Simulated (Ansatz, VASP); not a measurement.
Two plane-wave programs on Pt

```
Pt
1.0
     2.78880    0.00000    0.00000
    -1.39440    2.41517    0.00000
     0.00000    0.00000    4.94230
Pt
2
Cartesian
  1.3944 0.8051 3.7067
  0.0000 1.6101 1.2356
```

Alike in both runs: task single point; functional PBEsol; k mesh 18 × 18 × 10; occupations gaussian, width 0.15 eV; no spin polarisation.

```csv
,VASP,Ansatz
version,VASP 6.6.1,Ansatz 0.2.0
potentials or method,"VASP PAW PBE potentials, release 64 (Pt), cutoff 520 eV","scalar-relativistic, plane waves, PAW"
valence electrons in the cell,20,36
```

Ansatz gave:

```
gap on the k mesh at the Fermi level (eV)                     : none
pressure (GPa)                                                : -20.1
traceless stress, the component that is largest in VASP (GPa) : -0.74
```

Question: What did VASP give for the same quantities?

Answer: gap on the k mesh at the Fermi level (eV): none; pressure (GPa): -20.4; traceless stress, the component that is largest in VASP (GPa): -0.86.

VASP's potentials were made for PBE, not for PBEsol. A gap of «none» marks a metal or a gap that the smearing closes. VASP's potentials hold 20 valence electrons a cell and Ansatz's 36, so a difference there can come from the potentials and not from the codes.

Neither program's run includes spin-orbit coupling.
